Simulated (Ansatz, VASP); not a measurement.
**Two plane-wave programs on NaI**

Contents of POSCAR:

```
NaI
1.0
   -0.1844816381      3.1989736156      3.1989736156
    3.1989736156     -0.1844816381      3.1989736156
    3.1989736156      3.1989736156     -0.1844816381
Na I
1 1
Direct
    0.0000000000      0.0000000000      0.0000000000
    0.5000000000      0.5000000000      0.5000000000
```

File INCAR.step1:

```
SYSTEM = NaI
ALGO     = Normal         ! electronic algorithm
EDIFF    = 1E-4           ! SCF threshold, eV
ENCUT    = 520            ! plane-wave cutoff, eV
GGA      = PE             ! functional
ISMEAR   = 0              ! smearing method
LASPH    = .TRUE.         ! aspherical terms in the spheres
LCHARG   = .FALSE.        ! write CHGCAR
LREAL    = .FALSE.        ! projectors in reciprocal space
LWAVE    = .TRUE.         ! write WAVECAR
NBANDS   = 14             ! bands
NELM     = 100            ! most SCF steps
PREC     = Accurate       ! precision mode
SIGMA    = 0.01           ! smearing width, eV
```

The input INCAR.step2:

```
SYSTEM = NaI
ALGO     = Normal         ! electronic algorithm
EDIFF    = 1E-6           ! SCF threshold, eV
ENCUT    = 520            ! plane-wave cutoff, eV
ISIF     = 2              ! what is computed and relaxed
ISMEAR   = 0              ! smearing method
ISTART   = 1            
LASPH    = .TRUE.         ! aspherical terms in the spheres
LCHARG   = .FALSE.        ! write CHGCAR
LMIXTAU  = .TRUE.       
LREAL    = .FALSE.        ! projectors in reciprocal space
LWAVE    = .FALSE.        ! write WAVECAR
METAGGA  = R2SCAN         ! meta-GGA
NBANDS   = 14             ! bands
NELM     = 100            ! most SCF steps
PREC     = Accurate       ! precision mode
SIGMA    = 0.01           ! smearing width, eV
```

The input KPOINTS:

```
k-points
0
G
  8 8 8
  0 0 0
```

Input for Ansatz:

```yaml
crystal:
  lattice:
    - [-0.1844816381, 3.1989736156, 3.1989736156]
    - [3.1989736156, -0.1844816381, 3.1989736156]
    - [3.1989736156, 3.1989736156, -0.1844816381]
  atoms:
    - { symbol: Na, position: [0.0, 0.0, 0.0] }
    - { symbol: I, position: [0.5, 0.5, 0.5] }
kpoints:
  mp_grid: { grid: [8, 8, 8] }
  band_path:
    path:
      - [0.0, 0.0, 0.0]
      - [0.5, 0.0, 0.5]
      - [0.625, 0.25, 0.625]
      - [0.375, 0.375, 0.75]
      - [0.5, 0.5, 0.5]
      - [0.5, 0.25, 0.75]
    npoints: 1
hamiltonian:
  xc: r2scan
scf:
  occupations: { method: fixed }
  n_extra_bands: 4
output:
  forces: true
  stress: true
  eigenvalues: true
```

Change from the starting cell: epitaxial_111 strain +4.8%.

Alike in both runs: task single point; functional r2SCAN; k mesh 8 × 8 × 8; no spin polarisation.

|  | VASP | Ansatz |
| --- | --- | --- |
| version | VASP 6.6.1 | Ansatz 0.2.0 |
| potentials or method | VASP PAW PBE potentials, release 64 (Na_pv, I) | plane waves, PAW |
| plane-wave cutoff (eV) | 520 | 500 |
| occupations | gaussian, width 0.01 eV | fixed |
| valence electrons in the cell | 14 | 26 |

VASP gave:

| Quantity | Value |
| --- | --- |
| gap on the k mesh at the Fermi level (eV) | 4.04 |
| pressure (GPa) | -0.9 |
| traceless stress, the component that is largest in VASP (GPa) | 0.39 |

Which values does Ansatz return?

gap on the k mesh at the Fermi level (eV): 4.03; pressure (GPa): -0.8; traceless stress, the component that is largest in VASP (GPa): 0.39.

VASP's potentials were made for PBE, not for r2SCAN. VASP's potentials hold 14 valence electrons a cell and Ansatz's 26, so a difference there can come from the potentials and not from the codes.

Neither program's run includes spin-orbit coupling.
